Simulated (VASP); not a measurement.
# GaN (F-43m) in VASP: settings compared, part 2 of 2

VASP 6.6.1.

**4. Single point, BLYP+D4**

This run uses another cell than the first one, of 12.13 Å³/atom.

The input, INCAR:

```
SYSTEM = GaN
  AGGAC = 1.0
  AGGAX = 1.0
  ALDAC = 0.0
  ALDAX = 1.0
  ALGO = Normal
  EDIFF = 1E-6
  ENCUT = 1330
  GGA = B5
  GGA_COMPAT = .FALSE.
  ISIF = 2
  ISMEAR = -1
  IVDW = 13
  LASPH = .TRUE.
  LCHARG = .FALSE.
  LREAL = .FALSE.
  LWAVE = .FALSE.
  NBANDS = 16
  NELM = 120
  PREC = Accurate
  SIGMA = 0.05
  VDW_A1 = 0.44488865
  VDW_A2 = 4.0933009
  VDW_S6 = 1.0
  VDW_S8 = 2.34076671
```

The input, KPOINTS:

```
k-points
0
G
  10 10 10
  0 0 0
```

The input, POSCAR:

```
GaN
1.0
    0.0000000000      2.2976981147      2.2976981147
    2.2976981147      0.0000000000      2.2976981147
    2.2976981147      2.2976981147      0.0000000000
Ga N
1 1
Direct
    0.0000000000      0.0000000000      0.0000000000
    0.2500000000      0.2500000000      0.2500000000
```

Potentials or basis: VASP PAW PBE potentials, release 64 (Ga_d, N_h).

The run is started by

```
> cat potpaw_PBE.64/Ga_d/POTCAR potpaw_PBE.64/N_h/POTCAR > POTCAR
> mpirun -np 1 vasp_std > vasp.out
```

OUTCAR:

```text
SYSTEM = GaN
   EDIFF = 1E-6
   ENCUT = 1330
   GGA = B5
   ISIF = 2
   ISMEAR = -1
   IVDW = 13
   LASPH = .TRUE.
   LREAL = .FALSE.
   NELM = 120
   PREC = Accurate

 ion  position               nearest neighbor table
   1  0.000  0.000  0.000-   2 1.99   2 1.99   2 1.99   2 1.99
   2  0.250  0.250  0.250-   1 1.99   1 1.99   1 1.99   1 1.99

  LATTYP: Found a face centered cubic cell.
 ALAT       =     4.5953962294

  Lattice vectors:

 A1 = (   0.0000000000,   2.2976981147,   2.2976981147)
 A2 = (   2.2976981147,   0.0000000000,   2.2976981147)
 A3 = (   2.2976981147,   2.2976981147,   0.0000000000)

Analysis of symmetry for initial positions (statically):
=====================================================================
 Subroutine PRICEL returns:
 Original cell was already a primitive cell.

 Routine SETGRP: Setting up the symmetry group for a
 face centered cubic supercell.

 Subroutine GETGRP returns: Found 24 space group operations
 (whereof 24 operations were pure point group operations)
 out of a pool of 48 trial point group operations.

The static configuration has the point symmetry T_d .

Analysis of symmetry for dynamics (positions and initial velocities):
=====================================================================
 Subroutine PRICEL returns:
[... 161 lines left out ...]
 Fermi energy:         6.1013939492

 k-point     1 :       0.0000    0.0000    0.0000
  band No.  band energies     occupation
      1     -10.0329      2.00000
      2      -8.1694      2.00000
      3      -8.1694      2.00000
      4      -8.1694      2.00000
      5      -7.9086      2.00000
      6      -7.9086      2.00000
[... 433 lines left out ...]
      3      -7.9839      2.00000
      4      -7.9835      2.00000
      5      -7.8578      2.00000
      6      -6.8291      2.00000
[... 8 lines left out ...]
     15      26.8913      0.00000
     16      27.2669      0.00000

 [... further k-points ...]

------------------------ aborting loop because EDIFF is reached ----------------------------------------

  DFT-D4 for vdW energy calculation

  Edisp (eV):   -1.43604

  FORCE on cell =-STRESS in cart. coord.  units (eV):
  Direction    XX          YY          ZZ          XY          YZ          ZX
  --------------------------------------------------------------------------------------
  -------------------------------------------------------------------------------------
  Total      -1.33845    -1.33845    -1.33845    -0.00000    -0.00000     0.00000
  in kB     -88.39047   -88.39047   -88.39047    -0.00000    -0.00000     0.00000
  external pressure =      -88.39 kB  Pullay stress =        0.00 kB

 VOLUME and BASIS-vectors are now :
 -----------------------------------------------------------------------------
  energy-cutoff  :     1330.00
  volume of cell :       24.26
      direct lattice vectors                 reciprocal lattice vectors
     0.000000000  2.297698115  2.297698115    -0.217609092  0.217609092  0.217609092
     2.297698115  0.000000000  2.297698115     0.217609092 -0.217609092  0.217609092
     2.297698115  2.297698115  0.000000000     0.217609092  0.217609092 -0.217609092

 POSITION                                       TOTAL-FORCE (eV/Angst)
 -----------------------------------------------------------------------------------
      0.00000      0.00000      0.00000         0.000000      0.000000      0.000000
      1.14885      1.14885      1.14885        -0.000000     -0.000000     -0.000000
 -----------------------------------------------------------------------------------
    total drift:                               -0.000000     -0.000000     -0.000000

  FREE ENERGIE OF THE ION-ELECTRON SYSTEM (eV)
  ---------------------------------------------------
  free  energy   TOTEN  =       -12.4689230471 eV

  energy  without entropy=      -12.4689230420  energy(sigma->0) =      -12.46892304
```

Run time: 60 s. Hardware: 1 thread of AMD EPYC 9R45 (Zen 5), shared host; peak memory 0.25 GiB.

What came out:

```
Free energy                : -12.4689 eV
Pressure                   : -8.8 GPa
Band gap on the k mesh     : 1.43 eV
Dispersion energy per atom : -0.718 eV
```

Levels at points of the mesh, in eV from the valence-band top:
| k point | band 6 | band 7 | band 8 | band 9 | band 10 | band 11 | band 12 | band 13 |
| --- | --- | --- | --- | --- | --- | --- | --- | --- |
| (0.00, 0.00, 0.00) | -13.25 | 0.00 | 0.00 | 0.00 | 1.43 | 9.93 | 9.93 | 9.93 |
| (0.50, 0.00, 0.00) | -11.92 | -6.60 | -0.89 | -0.89 | 4.26 | 8.56 | 10.11 | 10.11 |
| (0.50, 0.50, 0.00) | -11.47 | -5.87 | -2.48 | -2.48 | 3.57 | 6.31 | 11.47 | 13.32 |

Caveat: the cell stands under tension; the PAW data sets were made with another functional, which shifts forces and pressure a little.

**5. Single point, r2SCAN+D3(BJ)**

This run uses another cell than the first one, of 11.21 Å³/atom.

The input, POSCAR:

```
GaN
1.0
    0.0000000000      2.2383759866      2.2383759866
    2.2383759866      0.0000000000      2.2383759866
    2.2383759866      2.2383759866      0.0000000000
Ga N
1 1
Direct
    0.0000000000      0.0000000000      0.0000000000
    0.2500000000      0.2500000000      0.2500000000
```

The input, INCAR.step1:

```
SYSTEM = GaN
PREC = Accurate
ENCUT = 1460
ISMEAR = -1
SIGMA = 0.05
LREAL = .False.
LASPH = .True.
NELM = 120
NBANDS = 16
GGA = PE
ALGO = Normal
EDIFF = 1E-5
LWAVE = .True.
LCHARG = .False.
GGA_COMPAT = .False.
```

The input, INCAR.step2:

```
SYSTEM = GaN
PREC = Accurate
ENCUT = 1460
EDIFF = 1E-6
ISMEAR = -1
SIGMA = 0.05
LREAL = .False.
LASPH = .True.
NELM = 120
ALGO = Normal
ISIF = 2
LWAVE = .False.
LCHARG = .True.
METAGGA = R2SCAN
LMIXTAU = .True.
IVDW = 12
VDW_S6 = 1.0
VDW_S8 = 0.78981345
VDW_A1 = 0.49484001
VDW_A2 = 5.73083694
LELF = .True.
LVHAR = .True.
NBANDS = 16
ISTART = 1
GGA_COMPAT = .False.
```

The input, KPOINTS:

```
regular mesh
0
Gamma
  10 10 10
  0 0 0
```

The run is started by

```
> cat potpaw_PBE.64/Ga_d/POTCAR potpaw_PBE.64/N_h/POTCAR > POTCAR
> cp INCAR.step1 INCAR
> mpirun -np 1 vasp_std > vasp.out
> cp INCAR.step2 INCAR
> mpirun -np 1 vasp_std > vasp.out
```

Run time: 2.3 min. Hardware: 1 thread of Intel Xeon 6975P-C (Granite Rapids), shared host; peak memory 0.32 GiB.

Results (log left out):

* Free energy: -22.1394 eV
* Pressure: 2.3 GPa
* Band gap on the k mesh: 2.25 eV
* Dispersion energy per atom: -0.122 eV

Levels at points of the mesh, in eV from the valence-band top:
```
           k point  band 6  band 7  band 8  band 9  band 10  band 11  band 12  band 13
(0.00, 0.00, 0.00)  -13.47    0.00    0.00    0.00     2.25    11.14    11.14    11.14
(0.50, 0.00, 0.00)  -12.34   -7.29   -1.02   -1.02     5.31     9.55    11.11    11.11
(0.50, 0.50, 0.00)  -11.97   -6.30   -2.85   -2.85     3.78     7.37    12.73    15.17
```

Caveat: the PAW data sets were made with another functional, which shifts forces and pressure a little.

**6. Overview**

```tsv
level	cell	cutoff (eV)	gap on the mesh (eV)	pressure (GPa)
BLYP+D4	a = 3.229 Å, angles 60.0°, 2 atoms	1330	1.55	-6.0
BLYP+D3(BJ)	a = 3.166 Å, angles 60.0°, 2 atoms	1330	1.95	7.9
BLYP+D4	a = 3.249 Å, angles 60.0°, 2 atoms	1330	1.43	-8.8
r2SCAN+D3(BJ)	a = 3.166 Å, angles 60.0°, 2 atoms	1460	2.25	2.3
```

Alike in all rows: task single point; potentials or basis VASP PAW PBE potentials, release 64 (Ga_d, N_h); no spin polarisation; k mesh 10 × 10 × 10; smearing fermi-dirac 0.05 eV.

Caveats: the PAW data sets were made with another functional, which shifts forces and pressure a little; the cell stands under tension (at least some runs); the cell stands under pressure (at least some runs).

Total energies depend on the potentials used, so only differences within one code and one set of settings carry meaning.
